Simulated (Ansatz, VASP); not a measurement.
**PbO2: VASP beside Ansatz**

```
CELL_PARAMETERS angstrom
4.94501 0.00000 0.00000
0.00000 4.94501 0.00000
0.00000 0.00000 3.40900
ATOMIC_POSITIONS crystal
Pb 0.50000 0.50000 0.50000
Pb 0.00000 0.00000 0.00000
O 0.69257 0.69257 0.00000
O 0.80743 0.19257 0.50000
O 0.19257 0.80743 0.50000
O 0.30743 0.30743 0.00000
```

Alike in both runs: functional PBE; k mesh 5 × 5 × 7; occupations fermi-dirac, width 0.05 eV; no spin polarisation.

|  | VASP | Ansatz |
| --- | --- | --- |
| version | VASP 6.6.1 | Ansatz 0.2.0 |
| potentials or method | VASP PAW PBE potentials, release 64 (Pb_d, O) | Ansatz PAW |
| plane-wave cutoff (eV) | 520 | 420 |
| valence electrons in the cell | 52 | 52 |
| task | single point | band structure |

|  | VASP | Ansatz | Ansatz less VASP |
| --- | --- | --- | --- |
| pressure (GPa) | 8.8 | 8.5 | -0.30 |
| traceless stress, the component that is largest in VASP (GPa) | 0.77 | 0.65 | -0.113 |
| rms of the force components (eV/Å) | 0.033 | 0.029 | -0.0039 |

Atom by atom the forces differ by 0.004 eV/Å (rms over components).

Neither program's run includes spin-orbit coupling. Noted on Ansatz's run: the k mesh misses the band edges, so the gap on the mesh is wider than the one along the path.
